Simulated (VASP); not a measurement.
Write the native input for VASP 6.6.1 that does the following.

```yaml
Task: single point
Functional: PBE
Potentials_or_basis: VASP PAW PBE potentials, release 64 (Cu, O)
Cutoff: 520 eV
k_mesh: 22 × 22 × 22
Occupations: fermi-dirac, width 0.0612256 eV
Spin: no spin polarisation
Dipole_correction: no
Further_INCAR_settings: ALGO = Normal; EDIFF = 1e-07; NBANDS = 16
```

The structure of CuO (rock salt type) lies in POSCAR:

```
CuO
1.0
    0.0000000000      2.1075998851      2.1075998851
    2.1075998851      0.0000000000      2.1075998851
    2.1075998851      2.1075998851      0.0000000000
Cu O
1 1
Direct
    0.0000000000      0.0000000000      0.0000000000
    0.5000000000      0.5000000000      0.5000000000
```

One way to write it, as run:

INCAR

```
SYSTEM = CuO
  PREC = Accurate
  ENCUT = 520
  EDIFF = 1E-7
  ISMEAR = -1
  SIGMA = 0.06122561905347299
  LREAL = .False.
  LASPH = .True.
  NELM = 80
  ALGO = Normal
  ISIF = 2
  LWAVE = .False.
  LCHARG = .False.
  GGA = PE
  NBANDS = 16
```

KPOINTS

```
Automatic mesh
0
Gamma
  22 22 22
  0 0 0
```

Potentials or basis: VASP PAW PBE potentials, release 64 (Cu, O).

Launch:

```console
$ cat potpaw_PBE.64/Cu/POTCAR potpaw_PBE.64/O/POTCAR > POTCAR
$ mpirun -np 1 vasp_std > vasp.out
```

Results of the run:

The pressure is 4.2 GPa.

Caveat: an odd number of electrons without spin polarisation forces a metal; a magnetic or distorted state may lie lower.

Run time: 72 s on 1 thread of AMD EPYC 9R45 96-Core Processor (Zen 5), with other jobs on the host, peak memory 0.19 GiB.
